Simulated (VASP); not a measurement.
# AlN (P6_3mc) in VASP: notebook

AlN is run at these levels: PBE; tasks: single point.

Program: VASP 6.6.1. These are calculated values, not measurements. Logs are shortened: lines on timing, memory, paths and dates and some standing lists are left out, and cuts for length are marked.

### 1 The cell of the first run

It takes space group P6_3mc (No. 186, hexagonal). Conventional cell: a = 3.130 Å, b = 3.130 Å, c = 5.018 Å, α = 90.00°, β = 90.00°, γ = 120.00°. Within 2.5 Å of Al (site symmetry 3m) lie 4 N at 1.90 to 1.91 Å. Within 2.5 Å of N (site symmetry 3m) lie 4 Al at 1.90 to 1.91 Å.

### 2 Single point, PBE

File INCAR:

```
SYSTEM = AlN
ALGO = Normal ; EDIFF = 1E-6
ENCUT = 520 ; GGA = PE
ISIF = 2 ; ISMEAR = 0
LASPH = .TRUE. ; LCHARG = .FALSE.
LREAL = .FALSE. ; LWAVE = .FALSE.
NBANDS = 16 ; NELM = 80
PREC = Accurate ; SIGMA = 0.02
```

File KPOINTS:

```
k-points
0
G
  9 9 4
  0 0 0
```

File POSCAR:

```
AlN
1.0
    3.1302036258      0.0000000000      0.0000000000
   -1.5651018129      2.7108358590      0.0000000000
    0.0000000000      0.0000000000      5.0180193796
Al N
2 2
Direct
    0.6666666667      0.3333333333      0.4992349487
    0.3333333333      0.6666666667      0.9992349487
    0.6666666667      0.3333333333      0.8807650513
    0.3333333333      0.6666666667      0.3807650513
```

Potentials or basis: VASP PAW PBE potentials, release 64 (Al, N).

Launch:

```sh
$ cat potpaw_PBE.64/Al/POTCAR potpaw_PBE.64/N/POTCAR > POTCAR
$ mpirun -np 1 vasp_std > vasp.out
```

OUTCAR:

```text
SYSTEM = AlN
   EDIFF = 1E-6
   ENCUT = 520
   GGA = PE
   ISIF = 2
   ISMEAR = 0
   LASPH = .TRUE.
   LREAL = .FALSE.
   NELM = 80
   PREC = Accurate

 ion  position               nearest neighbor table
   1  0.667  0.333  0.499-   4 1.90   4 1.90   4 1.90   3 1.91   2 3.09   2 3.09   2 3.09   2 3.09
                             2 3.09   2 3.09
   2  0.333  0.667  0.999-   3 1.90   3 1.90   3 1.90   4 1.91   1 3.09   1 3.09   1 3.09   1 3.09
                             1 3.09   1 3.09
   3  0.667  0.333  0.881-   2 1.90   2 1.90   2 1.90   1 1.91
   4  0.333  0.667  0.381-   1 1.90   1 1.90   1 1.90   2 1.91

  LATTYP: Found a hexagonal cell.
 ALAT       =     3.1302036258
 C/A-ratio  =     1.6030967884

  Lattice vectors:

 A1 = (   3.1302036258,   0.0000000000,   0.0000000000)
 A2 = (  -1.5651018129,   2.7108358590,   0.0000000000)
 A3 = (   0.0000000000,   0.0000000000,   5.0180193796)

Analysis of symmetry for initial positions (statically):
=====================================================================
 Subroutine PRICEL returns:
 Original cell was already a primitive cell.

 Routine SETGRP: Setting up the symmetry group for a
 hexagonal supercell.

 Subroutine GETGRP returns: Found 12 space group operations
 (whereof  6 operations were pure point group operations)
 out of a pool of 24 trial point group operations.

The static configuration has the point symmetry C_3v.
 The point group associated with its full space group is C_6v.

Analysis of symmetry for dynamics (positions and initial velocities):
=====================================================================
 Subroutine PRICEL returns:
 Original cell was already a primitive cell.

 Routine SETGRP: Setting up the symmetry group for a
 hexagonal supercell.

 Subroutine GETGRP returns: Found 12 space group operations
 (whereof  6 operations were pure point group operations)
 out of a pool of 24 trial point group operations.

The dynamic configuration has the point symmetry C_3v.
 The point group associated with its full space group is C_6v.

 Subroutine INISYM returns: Found 12 space group operations
 (whereof  6 operations are pure point group operations),
 and found     1 'primitive' translations

----------------------------------------------------------------------------------------

                                     Primitive cell

  volume of cell :      42.5802

  direct lattice vectors                    reciprocal lattice vectors
     3.130203626  0.000000000  0.000000000     0.319468035  0.184444956  0.000000000
    -1.565101813  2.710835859  0.000000000     0.000000000  0.368889911  0.000000000
     0.000000000  0.000000000  5.018019380     0.000000000  0.000000000  0.199281813

  length of vectors
     3.130203626  3.130203626  5.018019380     0.368889911  0.368889911  0.199281813

  position of ions in fractional coordinates (direct lattice)
     0.666666667  0.333333333  0.499234949
     0.333333333  0.666666667  0.999234949
     0.666666667  0.333333333  0.880765051
     0.333333333  0.666666667  0.380765051

  ion indices of the primitive-cell ions
   primitive index   ion index
                 1           1
                 2           2
                 3           3
                 4           4

----------------------------------------------------------------------------------------

 KPOINTS: k-points

Automatic generation of k-mesh.
 Grid dimensions read from file:
 generate k-points for:    9    9    4

 Generating k-lattice:

  Cartesian coordinates                     Fractional coordinates (reciprocal lattice)
     0.035496448  0.020493884  0.000000000     0.111111111  0.000000000  0.000000000
     0.000000000  0.040987768  0.000000000     0.000000000  0.111111111  0.000000000
     0.000000000  0.000000000  0.049820453     0.000000000  0.000000000  0.250000000

  Length of vectors
     0.040987768  0.040987768  0.049820453

  Shift w.r.t. Gamma in fractional coordinates (k-lattice)
     0.000000000  0.000000000  0.000000000

 Subroutine IBZKPT returns following result:
 ===========================================

 Found     36 irreducible k-points:

 Following reciprocal coordinates:
            Coordinates               Weight
  0.000000  0.000000  0.000000      1.000000
  0.111111 -0.000000  0.000000      6.000000
  0.222222 -0.000000  0.000000      6.000000
  0.333333  0.000000  0.000000      6.000000
  0.444444 -0.000000  0.000000      6.000000
  0.111111  0.111111  0.000000      6.000000
[... 16 lines left out ...]
  0.333333  0.222222  0.250000     24.000000
  0.333333  0.333333  0.250000      4.000000
 [... further k-points ...]
   k-points           NKPTS =     36   k-points in BZ     NKDIM =     36   number of bands    NBANDS=     16
   number of dos      NEDOS =    301   number of ions     NIONS =      4
   total plane-waves  NPLWV =  23040
   dimension x,y,z NGX =    24 NGY =   24 NGZ =   40
   dimension x,y,z NGXF=    48 NGYF=   48 NGZF=   80
   ions per type =               2   2
   NGX,Y,Z   is equivalent  to a cutoff of  12.75, 12.75, 13.25 a.u.
   NGXF,Y,Z  is equivalent  to a cutoff of  25.49, 25.49, 26.50 a.u.
 SYSTEM =  AlN
   PREC   = accura    normal or accurate (medium, high low for compatibility)
   ISTART =      0    job   : 0-new  1-cont  2-samecut
   ICHARG =      2    charge: 1-file 2-atom 10-const
   ISPIN  =      1    spin polarized calculation?
   LNONCOLLINEAR =      F non collinear calculations
   LSORBIT =      F    spin-orbit coupling
   LASPH  =      T    aspherical Exc in radial PAW
   ENCUT  =  520.0 eV  38.22 Ry    6.18 a.u.   5.82  5.82  9.33*2*pi/ulx,y,z
   NELM   =     80;   NELMIN=  2; NELMDL= -5     # of ELM steps
   EDIFF  = 0.1E-05   stopping-criterion for ELM
   LREAL  =      F    real-space projection
   EDIFFG = 0.1E-04   stopping-criterion for IOM
   NSW    =      0    number of steps for IOM
   IBRION =     -1    ionic relax: 0-MD 1-quasi-New 2-CG
   NFREE  =      0    steps in history (QN), initial steepest desc. (CG)
   ISIF   =      2    stress and relaxation
   ISYM   =      2    0-nonsym 1-usesym 2-fastsym
   POTIM  = 0.5000    time-step for ionic-motion
   TEBEG  =    0.0;   TEEND  =   0.0 temperature during run
   PSTRESS=    0.0 pullay stress
   NELECT =      16.0000    total number of electrons
   NUPDOWN=      -1.0000    fix difference up-down
   EMIN   =  10.00;   EMAX   =-10.00  energy-range for DOS
   EFERMI =   0.00;   METHOD = LEGACY
   ISMEAR =     0;   SIGMA  =   0.02  broadening in eV -4-tet -1-fermi 0-gaus
   EFERMI_NEDOS =   21; number of points for ismear=-14 and -15
   IALGO  =     38    algorithm
   IMIX   =      4    mixing-type and parameters
     AMIX     =   0.40;   BMIX     =  1.00
     AMIX_MAG =   1.60;   BMIX_MAG =  1.00
  volume/ion in A,a.u.               =      10.65        71.84
  Fermi-wavevector in a.u.,A,eV,Ry     =   1.181351  2.232429 18.988142  1.395589
  Thomas-Fermi vector in A             =   2.317626
   LORBIT       =      0    0 simple, 1 ext, 2 COOP (PROOUT), +10 PAW based schemes
   GGA     = PE    functional components
   LHFCALC =     F    Hartree Fock is set to
   AEXX    =    0.0000 exact exchange contribution
   IVDW    =     0    specifies the selected vdW correction
   LEPSILON=     F    determine dielectric tensor
   LRPA    =     F    only Hartree local field effects (RPA)
 non-spin polarized calculation
 Gauss-broadening in eV      SIGMA  =   0.02
  energy-cutoff  :      520.00
  volume of cell :       42.58
 maximum number of plane-waves:      1170
 NGX is ok and might be reduce to    24

 number of electron      15.9999998 magnetization

 Free energy of the ion-electron system (eV)
  ---------------------------------------------------
  ext. energy  EPLUGINS =         0.00000000
  ---------------------------------------------------
  free energy    TOTEN  =       -29.78051481 eV

  energy without entropy =      -29.78051481  energy(sigma->0) =      -29.78051481

 E-fermi :   6.0502     XC(G=0): -10.8269

 val. band max:        5.9641236790   @ k =   0.0000   0.0000   0.0000
 cond. band min:      10.0076610711   @ k =   0.0000   0.0000   0.0000
 fundamental gap:      4.0435373922
 Fermi energy:         6.0502308929

 k-point     1 :       0.0000    0.0000    0.0000
  band No.  band energies     occupation
      1      -9.1032      2.00000
      2      -7.0205      2.00000
      3       0.0588      2.00000
      4       5.1191      2.00000
      5       5.1191      2.00000
      6       5.7616      2.00000
[... 8 lines left out ...]
     15      18.9299      0.00000
     16      18.9299      0.00000

 k-point     2 :       0.1111   -0.0000    0.0000
  band No.  band energies     occupation
      1      -8.9500      2.00000
      2      -6.9347      2.00000
      3       0.2428      2.00000
      4       4.4223      2.00000
      5       4.9254      2.00000
      6       5.0813      2.00000
[... 8 lines left out ...]
     15      18.8015      0.00000
     16      18.9663      0.00000

 k-point     3 :       0.2222   -0.0000    0.0000
  band No.  band energies     occupation
      1      -8.5157      2.00000
      2      -6.7200      2.00000
      3       0.7767      2.00000
      4       2.9405      2.00000
      5       3.8355      2.00000
      6       4.5257      2.00000
[... 8 lines left out ...]
     15      17.9675      0.00000
     16      18.7764      0.00000

 k-point     4 :       0.3333    0.0000    0.0000
  band No.  band energies     occupation
      1      -7.8914      2.00000
      2      -6.5123      2.00000
      3       1.5088      2.00000
      4       1.6163      2.00000
      5       2.6733      2.00000
      6       4.1530      2.00000
[... 8 lines left out ...]
     15      17.8614      0.00000
     16      20.1805      0.00000

 k-point     5 :       0.4444   -0.0000    0.0000
  band No.  band energies     occupation
      1      -7.3033      2.00000
      2      -6.4898      2.00000
      3       0.6991      2.00000
      4       1.9396      2.00000
      5       2.4798      2.00000
      6       3.9384      2.00000
[... 8 lines left out ...]
     15      18.5232      0.00000
     16      20.9066      0.00000

 k-point     6 :       0.1111    0.1111    0.0000
  band No.  band energies     occupation
      1      -8.6558      2.00000
      2      -6.7839      2.00000
      3       0.6022      2.00000
      4       3.6004      2.00000
      5       3.8135      2.00000
      6       4.8483      2.00000
[... 8 lines left out ...]
     15      18.2566      0.00000
     16      18.9966      0.00000
[... 267 lines left out ...]
 k-point    21 :       0.4444    0.1111    0.2500
  band No.  band energies     occupation
      1      -7.0168      2.00000
      2      -6.5817      2.00000
      3       0.4915      2.00000
      4       1.2749      2.00000
      5       3.1548      2.00000
      6       3.9800      2.00000
[... 8 lines left out ...]
     15      18.5332      0.00000
     16      20.5609      0.00000

 k-point    22 :       0.2222    0.2222    0.2500
  band No.  band energies     occupation
      1      -7.4123      2.00000
      2      -6.6192      2.00000
      3       1.2573      2.00000
      4       1.5922      2.00000
      5       3.2445      2.00000
      6       3.3913      2.00000
[... 8 lines left out ...]
     15      18.0267      0.00000
     16      20.3822      0.00000

 k-point    23 :       0.3333    0.2222    0.2500
  band No.  band energies     occupation
      1      -6.9425      2.00000
      2      -6.5502      2.00000
      3       0.9662      2.00000
      4       1.4615      2.00000
      5       2.4497      2.00000
      6       3.5854      2.00000
[... 8 lines left out ...]
     15      18.6657      0.00000
     16      20.6303      0.00000

 k-point    24 :       0.3333    0.3333    0.2500
  band No.  band energies     occupation
      1      -6.6513      2.00000
      2      -6.6513      2.00000
      3       1.4882      2.00000
      4       1.5733      2.00000
      5       1.5733      2.00000
      6       3.0733      2.00000
[... 8 lines left out ...]
     15      18.9452      0.00000
     16      21.1482      0.00000

 [... further k-points ...]
[... 5 lines left out ...]
  --------------------------------------------------------------------------------------
  -------------------------------------------------------------------------------------
  Total       -0.0720906     -0.0720906     -0.0561288      0.0000000      0.0000000      0.0000000
  in kB       -2.7125724     -2.7125724     -2.1119724      0.0000000      0.0000000      0.0000000
  external PRESSURE =      -2.5123724 kB  Pullay stress =       0.0000000 kB

 VOLUME and BASIS-vectors are now :
 -----------------------------------------------------------------------------
  energy-cutoff  :      520.00
  volume of cell :       42.58
      direct lattice vectors                 reciprocal lattice vectors
     3.130203626  0.000000000  0.000000000     0.319468035  0.184444956  0.000000000
    -1.565101813  2.710835859  0.000000000     0.000000000  0.368889911  0.000000000
     0.000000000  0.000000000  5.018019380     0.000000000  0.000000000  0.199281813

 POSITION                                       TOTAL-FORCE (eV/Angst)
 -----------------------------------------------------------------------------------
      1.56510      0.90361      2.50517         0.000000     -0.000000      0.000226
     -0.00000      1.80722      5.01418        -0.000000      0.000000      0.000226
      1.56510      0.90361      4.41970        -0.000000     -0.000000     -0.000226
     -0.00000      1.80722      1.91069         0.000000     -0.000000     -0.000226
 -----------------------------------------------------------------------------------
    total drift:                               -0.000000     -0.000000      0.000506

  FREE ENERGIE OF THE ION-ELECTRON SYSTEM (eV)
  ---------------------------------------------------
  free  energy   TOTEN  =       -29.7805148058 eV

  energy  without entropy=      -29.7805148058  energy(sigma->0) =      -29.78051481
```

Run time: 7.4 s. Hardware: 1 thread of Intel Xeon 6975P-C (Granite Rapids), shared host; peak memory 0.16 GiB.

Results:

- Free energy: -29.7805 eV
- Pressure: -0.3 GPa
- Band gap on the k mesh: 4.04 eV

Levels at points of the mesh, in eV from the valence-band top:
```tsv
k point	band 4	band 5	band 6	band 7	band 8	band 9	band 10	band 11	band 12	band 13
(0.00, 0.00, 0.00)	-0.84	-0.84	-0.20	-0.20	0.00	4.04	6.51	10.46	11.03	11.03
(0.00, 0.00, 0.50)	-3.30	-0.53	-0.53	-0.53	-0.53	6.31	6.31	10.17	10.17	11.34
```

### 3 Single point, PBE

This run uses another cell than the first one: it holds 36 atoms, not 4.

File INCAR:

```
SYSTEM = AlN
PREC = Accurate
ENCUT = 520
EDIFF = 1E-6
ISMEAR = 0
SIGMA = 0.02
LREAL = Auto
LASPH = .True.
NELM = 80
ALGO = Normal
ISIF = 2
LWAVE = .False.
LCHARG = .True.
GGA = PE
LELF = .True.
LVHAR = .True.
NBANDS = 96
```

File KPOINTS:

```
Automatic mesh
0
Gamma
  2 2 2
  0.5 0.5 0.5
```

File POSCAR:

```
AlN
1.0
    4.6953054387     -2.7108358590     -5.0180193796
   -4.6953054387     -2.7108358590     -5.0180193796
    0.0000000000      5.4216717179     -5.0180193796
Al N
18 18
Direct
    0.2780327949      0.2780327949      0.9446994615
    0.9446994615      0.2780327949      0.2780327949
    0.6113661282      0.9446994615      0.9446994615
    0.6113661282      0.2780327949      0.6113661282
    0.2780327949      0.9446994615      0.2780327949
    0.9446994615      0.6113661282      0.9446994615
    0.9446994615      0.9446994615      0.6113661282
    0.6113661282      0.6113661282      0.2780327949
    0.2780327949      0.6113661282      0.6113661282
    0.8891439060      0.2224772393      0.8891439060
    0.5558105727      0.2224772393      0.2224772393
    0.2224772393      0.8891439060      0.8891439060
    0.2224772393      0.2224772393      0.5558105727
    0.8891439060      0.8891439060      0.2224772393
    0.5558105727      0.5558105727      0.8891439060
    0.5558105727      0.8891439060      0.5558105727
    0.2224772393      0.5558105727      0.2224772393
    0.8891439060      0.5558105727      0.5558105727
    0.1508560940      0.1508560940      0.8175227607
    0.8175227607      0.1508560940      0.1508560940
    0.4841894273      0.8175227607      0.8175227607
    0.4841894273      0.1508560940      0.4841894273
    0.1508560940      0.8175227607      0.1508560940
    0.8175227607      0.4841894273      0.8175227607
    0.8175227607      0.8175227607      0.4841894273
    0.4841894273      0.4841894273      0.1508560940
    0.1508560940      0.4841894273      0.4841894273
    0.0953005385      0.4286338718      0.0953005385
    0.7619672051      0.4286338718      0.4286338718
    0.4286338718      0.0953005385      0.0953005385
    0.4286338718      0.4286338718      0.7619672051
    0.0953005385      0.0953005385      0.4286338718
    0.7619672051      0.7619672051      0.0953005385
    0.7619672051      0.0953005385      0.7619672051
    0.4286338718      0.7619672051      0.4286338718
    0.0953005385      0.7619672051      0.7619672051
```

Potentials or basis: VASP PAW PBE potentials, release 64 (Al, N).

Launch:

```sh
$ cat potpaw_PBE.64/Al/POTCAR potpaw_PBE.64/N/POTCAR > POTCAR
$ mpirun -np 1 vasp_std > vasp.out
```

Wall time 70 s (1 thread of Intel Xeon 6975P-C (Granite Rapids), shared host); peak memory 0.41 GiB.

It converged, with:

```
Free energy            : -268.0201 eV
Pressure               : -0.3 GPa
Band gap on the k mesh : 5.22 eV
```

Forces on the atoms (eV/Å):
```
Al   0.000  0.000 -0.002
Al   0.000  0.000 -0.002
Al   0.000  0.000 -0.002
Al   0.000  0.000 -0.002
Al   0.000  0.000 -0.002
Al   0.000  0.000 -0.002
Al   0.000  0.000 -0.002
Al   0.000  0.000 -0.002
Al   0.000  0.000 -0.002
Al   0.000  0.000 -0.002
Al   0.000  0.000 -0.002
Al   0.000  0.000 -0.002
Al   0.000  0.000 -0.002
Al   0.000  0.000 -0.002
Al   0.000  0.000 -0.002
Al   0.000  0.000 -0.002
Al   0.000  0.000 -0.002
Al   0.000  0.000 -0.002
N    0.000  0.000  0.002
N    0.000  0.000  0.002
N    0.000  0.000  0.002
N    0.000  0.000  0.002
N    0.000  0.000  0.002
N    0.000  0.000  0.002
N    0.000  0.000  0.002
N    0.000  0.000  0.002
N    0.000  0.000  0.002
N    0.000  0.000  0.001
N    0.000  0.000  0.001
N    0.000  0.000  0.001
N    0.000  0.000  0.001
N    0.000  0.000  0.001
N    0.000  0.000  0.001
N    0.000  0.000  0.001
N    0.000  0.000  0.001
N    0.000  0.000  0.001
```

Levels at points of the mesh, in eV from the valence-band top:
| k point | band 70 | band 71 | band 72 | band 73 | band 74 | band 75 |
| --- | --- | --- | --- | --- | --- | --- |
| (0.25, 0.25, 0.25) | -0.36 | -0.09 | -0.09 | 5.22 | 5.82 | 5.82 |

Caveat: a shifted mesh leaves out Γ, where band edges can lie. A k mesh can miss the band edges.
